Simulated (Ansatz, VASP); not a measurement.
## Sn3GeO: VASP beside Ansatz

```xyz
5
Lattice="3.4335 1.9823 2.9451 -3.4335 1.9823 2.9451 0.0000 -3.9646 2.9451" Properties=species:S:1:pos:R:3 pbc="T T T"
Sn   -0.5877    2.1304    4.1284
Sn   -1.5511   -1.5742    4.1284
Sn    2.1388   -0.5562    4.1284
Ge    0.0000    0.0000    1.4973
O     0.0000    0.0000    3.5133
```

Change from the starting cell: species swapped into the Ag3SI type (R3, No. 146).

Alike in both runs: task relaxation of cell and atoms; functional PBE; k mesh 6 × 6 × 6; occupations gaussian, width 0.1 eV; no spin polarisation.

|  | VASP | Ansatz |
| --- | --- | --- |
| version | VASP 6.6.1 | Ansatz 0.2.0 |
| potentials or method | VASP PAW PBE potentials, release 64 (Sn_d, Ge_d, O), cutoff 600 eV | scalar-relativistic, plane waves, PAW |
| valence electrons in the cell | 62 | 62 |

|  | VASP | Ansatz | Ansatz less VASP |
| --- | --- | --- | --- |
| gap on the k mesh at the Fermi level, each at its own relaxed structure (eV) | none | none | - |
| relaxed volume (Å³/atom) | 24.00 | 24.03 | +0.033 |
| relaxed cell length with the largest relative difference (Å) | 4.935 | 4.938 | +0.0032 |

A gap of «none» marks a metal or a gap that the smearing closes.
